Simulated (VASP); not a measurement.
Set up this calculation in VASP 6.6.1, as the native input.

| Quantity | Value |
| --- | --- |
| Task | single point |
| Functional | RPBE |
| Potentials or basis | VASP PAW PBE potentials, release 64 (Ba_sv, Zr_sv, O) |
| Cutoff | 520 eV |
| k mesh | 3 × 3 × 3 |
| Occupations | gaussian, width 0.01 eV |
| Spin | no spin polarisation |
| Dipole correction | no |
| Further INCAR settings | ALGO = Normal; EDIFF = 1e-06; NBANDS = 28 |

The structure of BaZrO3 lies in POSCAR:

```
BaZrO3
1.0
    4.1913400000      0.0000000000      0.0000000000
    0.0000000000      4.1913400000      0.0000000000
    0.0000000000      0.0000000000      4.1913400000
Ba Zr O
1 1 3
Direct
    0.0000000000      0.0000000000      0.0000000000
    0.5000000000      0.5000000000      0.5000000000
    0.0000000000      0.5000000000      0.5000000000
    0.5000000000      0.0000000000      0.5000000000
    0.5000000000      0.5000000000      0.0000000000
```

One way to write it, as run:

INCAR

```
PREC     = Accurate       # precision mode
ENCUT    = 520            # plane-wave cutoff, eV
EDIFF    = 1E-6           # SCF threshold, eV
ISMEAR   = 0              # smearing method
SIGMA    = 0.01           # smearing width, eV
LREAL    = False          # projectors in reciprocal space
LASPH    = True           # aspherical terms in the spheres
NELM     = 60             # most SCF steps
ALGO     = Normal         # electronic algorithm
ISIF     = 2              # what is computed and relaxed
LWAVE    = False          # write WAVECAR
LCHARG   = False          # write CHGCAR
GGA      = RP             # functional
NBANDS   = 28             # bands
```

KPOINTS

```
regular mesh
0
Gamma
  3 3 3
```

Potentials or basis: VASP PAW PBE potentials, release 64 (Ba_sv, Zr_sv, O).

Command:

```console
$ cat potpaw_PBE.64/Ba_sv/POTCAR potpaw_PBE.64/Zr_sv/POTCAR potpaw_PBE.64/O/POTCAR > POTCAR
$ mpirun -np 1 vasp_std > vasp.out
```

It gave:

- Pressure: 8.9 GPa
- Band gap on the k mesh: 3.43 eV, direct

Caveat: the k points lie up to 0.50 Å⁻¹ apart; the PAW data sets were made with another functional, which shifts forces and pressure a little; spin-orbit coupling is left out, which moves the levels of the heavy elements.

Run time: 5.5 s on 1 thread of Intel(R) Xeon(R) 6975P-C (Granite Rapids), with other jobs on the host, peak memory 0.18 GiB.
